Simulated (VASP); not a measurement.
# SiC (Cm) in VASP: single point with PBE

Aim: the single point of SiC with PBE.

All numbers are computed with VASP 6.6.1; they aren't measurements. Logs are shortened: lines on timing, memory, paths and dates and some standing lists are left out, and cuts for length are marked.

### 1 The cell of the first run

It takes space group Cm (No. 8, monoclinic). Conventional cell: a = 5.355 Å, b = 3.092 Å, c = 10.495 Å, α = 90.00°, β = 104.78°, γ = 90.00°. Within 2.5 Å of Si (site symmetry m) lie 5 C at 1.89 to 2.46 Å. Si (site symmetry m) has 4 C at 1.89 to 1.91 Å within 2.5 Å. Si (site symmetry m) has 4 C at 1.89 to 1.91 Å within 2.5 Å. Si (site symmetry m) has 4 C at 1.89 to 1.91 Å within 2.5 Å. Within 2.5 Å of C (site symmetry m) lie 5 Si at 1.89 to 2.46 Å. C (site symmetry m) has 4 Si at 1.89 to 1.91 Å within 2.5 Å. Within 2.5 Å of C (site symmetry m) lie 4 Si at 1.89 to 1.91 Å. C (site symmetry m) has 4 Si at 1.89 to 1.91 Å within 2.5 Å.

### 2 Single point, PBE

The input, INCAR:

```
SYSTEM = SiC
ALGO = Normal
EDIFF = 1E-6
ENCUT = 520
GGA = PE
ISIF = 2
ISMEAR = 0
ISYM = 0
LASPH = .TRUE.
LCHARG = .FALSE.
LREAL = .FALSE.
LWAVE = .FALSE.
NBANDS = 26
NELM = 60
PREC = Accurate
SIGMA = 0.05
```

The input, KPOINTS:

```
k-points
0
G
  10 10 3
  0 0 0
```

The input, POSCAR:

```
SiC
1.0
   -3.0917664073      0.0000000000      0.0000000000
    1.5458832036     -2.6775482513      0.0000000000
   -1.5458832037      0.0000000000     10.1480423548
Si C
4 4
Direct
    0.2136507839      0.3333333333      0.9060317656
    0.4636507839      0.3333333333      0.4060317656
    0.2553174505      0.6666666667      0.1560317656
    0.0053174505      0.6666666667      0.6560317656
    0.6196825495      0.3333333333      0.0939682344
    0.3696825495      0.3333333333      0.5939682344
    0.1613492161      0.6666666667      0.3439682344
   -0.0886507839      0.6666666667      0.8439682344
```

Potentials or basis: VASP PAW PBE potentials, release 64 (Si, C).

Started as:

```sh
$ cat potpaw_PBE.64/Si/POTCAR potpaw_PBE.64/C/POTCAR > POTCAR
$ mpirun -np 1 vasp_std > vasp.out
```

OUTCAR:

```text
SYSTEM = SiC
   EDIFF = 1E-6
   ENCUT = 520
   GGA = PE
   ISIF = 2
   ISMEAR = 0
   ISYM = 0
   LASPH = .TRUE.
   LREAL = .FALSE.
   NELM = 60
   PREC = Accurate

 ion  position               nearest neighbor table
   1  0.214  0.333  0.906-   8 1.89   8 1.89   8 1.89   5 2.46   5 2.46   3 2.69   4 3.10   4 3.10
                             4 3.10
   2  0.464  0.333  0.406-   7 1.89   7 1.89   7 1.89   6 1.91   3 3.10   4 3.10   3 3.10   4 3.10
                             4 3.10   3 3.10
   3  0.255  0.667  0.156-   5 1.89   5 1.89   5 1.89   7 1.91   1 2.69   2 3.10   2 3.10   2 3.10

   4  0.005  0.667  0.656-   6 1.89   6 1.89   6 1.89   8 1.91   1 3.10   2 3.10   1 3.10   2 3.10
                             2 3.10   1 3.10
   5  0.620  0.333  0.094-   3 1.89   3 1.89   3 1.89   1 2.46   1 2.46
   6  0.370  0.333  0.594-   4 1.89   4 1.89   4 1.89   2 1.91
   7  0.161  0.667  0.344-   2 1.89   2 1.89   2 1.89   3 1.91
   8  0.911  0.667  0.844-   1 1.89   1 1.89   1 1.89   4 1.91

IMPORTANT INFORMATION: All symmetrisations will be switched off!
NOSYMM: (Re-)initialisation of all symmetry stuff for point group C_1.

----------------------------------------------------------------------------------------

                                     Primitive cell

  volume of cell :      84.0091

  direct lattice vectors                    reciprocal lattice vectors
    -3.091766407  0.000000000  0.000000000    -0.323439700 -0.186737998 -0.049270587
     1.545883204 -2.677548251  0.000000000     0.000000000 -0.373475996  0.000000000
    -1.545883204  0.000000000 10.148042355     0.000000000  0.000000000  0.098541173

  length of vectors
     3.091766407  3.091766407 10.265111715     0.376711973  0.373475996  0.098541173

  position of ions in fractional coordinates (direct lattice)
     0.213650784  0.333333333  0.906031766
     0.463650784  0.333333333  0.406031766
     0.255317451  0.666666667  0.156031766
     0.005317451  0.666666667  0.656031766
     0.619682549  0.333333333  0.093968234
     0.369682549  0.333333333  0.593968234
     0.161349216  0.666666667  0.343968234
     0.911349216  0.666666667  0.843968234

  ion indices of the primitive-cell ions
   primitive index   ion index
                 1           1
                 2           2
                 3           3
                 4           4
                 5           5
                 6           6
                 7           7
                 8           8

----------------------------------------------------------------------------------------

 KPOINTS: k-points
[... 97 lines left out ...]
   ISYM   =      0    0-nonsym 1-usesym 2-fastsym
   POTIM  = 0.5000    time-step for ionic-motion
   TEBEG  =    0.0;   TEEND  =   0.0 temperature during run
   PSTRESS=    0.0 pullay stress
   NELECT =      32.0000    total number of electrons
   NUPDOWN=      -1.0000    fix difference up-down
   EMIN   =  10.00;   EMAX   =-10.00  energy-range for DOS
   EFERMI =   0.00;   METHOD = LEGACY
   ISMEAR =     0;   SIGMA  =   0.05  broadening in eV -4-tet -1-fermi 0-gaus
   EFERMI_NEDOS =   21; number of points for ismear=-14 and -15
   IALGO  =     38    algorithm
   IMIX   =      4    mixing-type and parameters
     AMIX     =   0.40;   BMIX     =  1.00
     AMIX_MAG =   1.60;   BMIX_MAG =  1.00
  volume/ion in A,a.u.               =      10.50        70.87
  Fermi-wavevector in a.u.,A,eV,Ry     =   1.186723  2.242582 19.161245  1.408312
  Thomas-Fermi vector in A             =   2.322890
   LORBIT       =      0    0 simple, 1 ext, 2 COOP (PROOUT), +10 PAW based schemes
   GGA     = PE    functional components
   LHFCALC =     F    Hartree Fock is set to
   AEXX    =    0.0000 exact exchange contribution
   IVDW    =     0    specifies the selected vdW correction
   LEPSILON=     F    determine dielectric tensor
   LRPA    =     F    only Hartree local field effects (RPA)
 non-spin polarized calculation
 Gauss-broadening in eV      SIGMA  =   0.05
  energy-cutoff  :      520.00
  volume of cell :       84.01
 maximum number of plane-waves:      2286
   NGX = 11   NGY = 11   NGZ = 37

 number of electron      32.0000000 magnetization

 Free energy of the ion-electron system (eV)
  ---------------------------------------------------
  ext. energy  EPLUGINS =         0.00000000
  ---------------------------------------------------
  free energy    TOTEN  =       -58.17367372 eV

  energy without entropy =      -58.17367372  energy(sigma->0) =      -58.17367372

 E-fermi :   8.7679     XC(G=0): -11.3312

 val. band max:        8.5228139540   @ k =  -0.1000   0.1000   0.0000
 cond. band min:       8.9654158907   @ k =   0.5000  -0.0000   0.0000
 fundamental gap:      0.4426019367
 Fermi energy:         8.7678936679

 k-point     1 :       0.0000    0.0000    0.0000
  band No.  band energies     occupation
      1      -7.3314      2.00000
      2      -6.1842      2.00000
      3      -6.0994      2.00000
      4      -3.8236      2.00000
      5      -0.3857      2.00000
      6       3.6421      2.00000
[... 685 lines left out ...]
     25      16.2949      0.00000
     26      16.6436      0.00000

 [... further k-points ...]

------------------------ aborting loop because EDIFF is reached ----------------------------------------

  FORCE on cell =-STRESS in cart. coord.  units (eV):
  Direction    XX          YY          ZZ          XY          YZ          ZX
  --------------------------------------------------------------------------------------
  -------------------------------------------------------------------------------------
  Total       -5.1308777      0.4947008      2.1928348      0.0010954      2.9369992     -0.0001210
  in kB      -97.8534164      9.4346742     41.8205995      0.0208912     56.0129129     -0.0023076
  external PRESSURE =     -15.5327142 kB  Pullay stress =       0.0000000 kB

 VOLUME and BASIS-vectors are now :
 -----------------------------------------------------------------------------
  energy-cutoff  :      520.00
  volume of cell :       84.01
      direct lattice vectors                 reciprocal lattice vectors
    -3.091766407  0.000000000  0.000000000    -0.323439700 -0.186737998 -0.049270587
     1.545883204 -2.677548251  0.000000000     0.000000000 -0.373475996  0.000000000
    -1.545883204  0.000000000 10.148042355     0.000000000  0.000000000  0.098541173

 POSITION                                       TOTAL-FORCE (eV/Angst)
 -----------------------------------------------------------------------------------
     -1.54588     -0.89252      9.19445        -0.000190      0.294297      0.375831
     -1.54588     -0.89252      4.12043         0.000134     -0.035004     -0.195291
      0.00000     -1.78503      1.58342        -0.000230     -0.471471      0.132155
      0.00000     -1.78503      6.65744        -0.000187     -0.275120     -0.279061
     -1.54588     -0.89252      0.95359         0.000763      1.069735      0.182891
     -1.54588     -0.89252      6.02761         0.000358     -0.037675      0.107725
      0.00000     -1.78503      3.49060        -0.000247      0.120501      0.270590
     -3.09177     -1.78503      8.56463        -0.000400     -0.665263     -0.594839
 -----------------------------------------------------------------------------------
    total drift:                                0.000306     -0.000076     -0.000052

  FREE ENERGIE OF THE ION-ELECTRON SYSTEM (eV)
  ---------------------------------------------------
  free  energy   TOTEN  =       -58.1736737219 eV

  energy  without entropy=      -58.1736737219  energy(sigma->0) =      -58.17367372
```

OSZICAR:

```text
N       E                     dE             d eps       ncg     rms          rms(c)
DAV:   1     0.752128691923E+02    0.75213E+02   -0.14385E+04  7904   0.110E+03
DAV:   2    -0.580860465143E+02   -0.13330E+03   -0.12364E+03 10268   0.195E+02
DAV:   3    -0.652807708381E+02   -0.71947E+01   -0.71324E+01 10742   0.421E+01
DAV:   4    -0.653738241468E+02   -0.93053E-01   -0.92913E-01 10104   0.557E+00
DAV:   5    -0.653754915313E+02   -0.16674E-02   -0.16664E-02 10576   0.704E-01    0.171E+01
DAV:   6    -0.583195205440E+02    0.70560E+01   -0.18850E+01  9964   0.192E+01    0.753E+00
DAV:   7    -0.582069905957E+02    0.11253E+00   -0.19416E+00 10696   0.644E+00    0.332E+00
DAV:   8    -0.581760288935E+02    0.30962E-01   -0.10681E-01  9678   0.162E+00    0.111E+00
DAV:   9    -0.581731205174E+02    0.29084E-02   -0.15654E-02 10112   0.717E-01    0.192E-01
DAV:  10    -0.581735020772E+02   -0.38156E-03   -0.13022E-03  9976   0.193E-01    0.103E-01
DAV:  11    -0.581736680012E+02   -0.16592E-03   -0.18781E-04  9126   0.852E-02    0.201E-02
DAV:  12    -0.581736718909E+02   -0.38897E-05   -0.16451E-05 10856   0.249E-02    0.113E-02
DAV:  13    -0.581736734760E+02   -0.15851E-05   -0.38704E-06  9216   0.116E-02    0.437E-03
DAV:  14    -0.581736737219E+02   -0.24592E-06   -0.37612E-07  5114   0.371E-03
   1 F= -.58173674E+02 E0= -.58173674E+02  d E =-.156988E-10
```

stdout:

```text
POSCAR found type information on POSCAR SiC
 POSCAR found :  2 types and       8 ions
 scaLAPACK will be used
 LDA part: xc-table for (Slater+PW92), standard interpolation
 -----------------------------------------------------------------------------
|                                                                             |
|           W    W    AA    RRRRR   N    N  II  N    N   GGGG   !!!           |
|           W    W   A  A   R    R  NN   N  II  NN   N  G    G  !!!           |
|           W    W  A    A  R    R  N N  N  II  N N  N  G       !!!           |
|           W WW W  AAAAAA  RRRRR   N  N N  II  N  N N  G  GGG   !            |
|           WW  WW  A    A  R   R   N   NN  II  N   NN  G    G                |
|           W    W  A    A  R    R  N    N  II  N    N   GGGG   !!!           |
|                                                                             |
|     Your reciprocal lattice and k-lattice belong to different lattice       |
|     classes:                                                                |
|                                                                             |
|        The reciprocal lattice is body-centered orthorhombic,                |
|        whereas your k-lattice is base-centered monoclinic.                  |
|                                                                             |
|     Results are often still useful ...                                      |
|                                                                             |
 -----------------------------------------------------------------------------

 POSCAR, INCAR and KPOINTS ok, starting setup
 FFT: planning ... GRIDC
 FFT: planning ... GRID_SOFT
 FFT: planning ... GRID
 WAVECAR not read
 entering main loop
```

It took 6.1 min on 1 thread of Intel Xeon 8259CL, shared host; peak memory 0.37 GiB.

What came out:

```yaml
Free_energy: -58.1737 eV
Pressure: -1.6 GPa
Largest_force: 1.085 eV/Å
Band_gap_on_the_k_mesh: 0.44 eV (least direct gap 0.92 eV)
```

Forces on the atoms (eV/Å):
```
Si   0.000  0.294  0.376
Si   0.000 -0.035 -0.195
Si   0.000 -0.471  0.132
Si   0.000 -0.275 -0.279
C    0.001  1.070  0.183
C    0.000 -0.038  0.108
C    0.000  0.121  0.271
C    0.000 -0.665 -0.595
```

Stress tensor (GPa, compression positive):
```
-9.79  0.00  0.00
 0.00  0.94  5.60
 0.00  5.60  4.18
```

Caveat: an odd mesh through Γ misses points on the zone boundary, where band edges can lie; forces of over 1 eV/Å act on the atoms, so gaps and moduli don't describe the material at rest.
